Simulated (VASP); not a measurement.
Runs of VASP 6.6.1 on SiNi (WC type). The structure is that of space group P-6m2 (No. 187), or close to it. The cells are those of the table. 

```csv
cell,gap on the mesh (eV),pressure (GPa)
"a = 3.298, b = 3.298, c = 2.447 Å, angles 90.0, 90.0, 120.0°, 2 atoms",none,24.8
"a = 2.371, b = 2.371, c = 3.442 Å, angles 90.0, 90.0, 120.0°, 2 atoms",none,(a)
"a = 3.487, b = 3.487, c = 2.487 Å, angles 90.0, 90.0, 120.0°, 2 atoms",none,-0.7
"a = 3.157, b = 3.157, c = 2.427 Å, angles 90.0, 90.0, 120.0°, 2 atoms",none,54.4
"a = 3.395, b = 3.395, c = 2.466 Å, angles 90.0, 90.0, 120.0°, 2 atoms",none,(b)
```

Alike in all rows: task single point; level PBE; potentials or basis VASP PAW PBE potentials, release 64 (Ni_sv_GW, Si); no spin polarisation; k mesh 14 × 14 × 13; cutoff (eV) 690; smearing fermi-dirac 0.1 eV.

Problem. Estimate the missing entries.

Solution. (a) 119.0; (b) 10.6.

Caveats: the cell stands under pressure (at least some runs).

A gap of «none» marks levels without a gap at the run's occupations.
